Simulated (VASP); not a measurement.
Set up this calculation in VASP 6.6.1, as the native input.

```yaml
Task: single point
Functional: revPBE
Dispersion: D4
Potentials_or_basis: VASP PAW PBE potentials, release 64 (Mo_sv, S)
Cutoff: 500 eV
k_mesh: 8 × 8 × 2
Occupations: gaussian, width 0.05 eV
Spin: collinear spin
Starting_moments: "[0.05, 0.05, 0.0, 0.0, 0.0, 0.0] μB"
Dipole_correction: no
Further_INCAR_settings: ALGO = Normal; EDIFF = 1e-06; NBANDS = 39
```

The structure of MoS2 lies in POSCAR:

```
MoS2
1.0
    3.1121579575      0.0000000000      0.0000000000
   -1.5560789787      2.6952078517      0.0000000000
    0.0000000000      0.0000000000     11.5329942066
Mo S
2 4
Direct
    0.3333333333      0.6666666667      0.2500000000
    0.6666666667      0.3333333333      0.7500000000
    0.3333333333      0.6666666667      0.6140075783
    0.6666666667      0.3333333333      0.1140075783
    0.3333333333      0.6666666667      0.8859924217
    0.6666666667      0.3333333333      0.3859924217
```

One way to write it, as run:

INCAR

```
PREC     = Accurate       # precision mode
ENCUT    = 500            # plane-wave cutoff, eV
EDIFF    = 1E-6           # SCF threshold, eV
ISMEAR   = 0              # smearing method
SIGMA    = 0.05           # smearing width, eV
LREAL    = False          # projectors in reciprocal space
LASPH    = True           # aspherical terms in the spheres
NELM     = 200            # most SCF steps
ALGO     = Normal         # electronic algorithm
ISIF     = 2              # what is computed and relaxed
LWAVE    = False          # write WAVECAR
LCHARG   = False          # write CHGCAR
ISPIN    = 2              # spin polarisation
MAGMOM   = 0.05 0.05 0 0 0 0 # initial moments
LORBIT   = 11             # projections on sites
LMAXMIX  = 4              # l up to which the mixer works
GGA      = RE             # functional
IVDW     = 13             # dispersion correction
NBANDS   = 39             # bands
GGA_COMPAT= False
```

KPOINTS

```
Automatic mesh
0
Gamma
  8 8 2
```

Potentials or basis: VASP PAW PBE potentials, release 64 (Mo_sv, S).

Run with:

```console
$ cat potpaw_PBE.64/Mo_sv/POTCAR potpaw_PBE.64/S/POTCAR > POTCAR
$ mpirun -np 1 vasp_std > vasp.out
```

Results of the run:

| Quantity | Value |
| --- | --- |
| Pressure | 2.8 GPa |
| Largest force | 0.034 eV/Å |
| Band gap on the k mesh | 0.64 eV (least direct gap 1.96 eV) |
| Net moment | 0.00 μB per cell |
| Valence electrons inside the program's atomic spheres | Mo 12.54; S 3.73 |
| Dispersion energy per atom | -0.866 eV |

Caveat: the PAW data sets were made with another functional, which shifts forces and pressure a little.

Wall time 2.1 min on 1 thread of Oxide Virtual Turin-like Processor, on a shared host, peak memory 0.26 GiB.
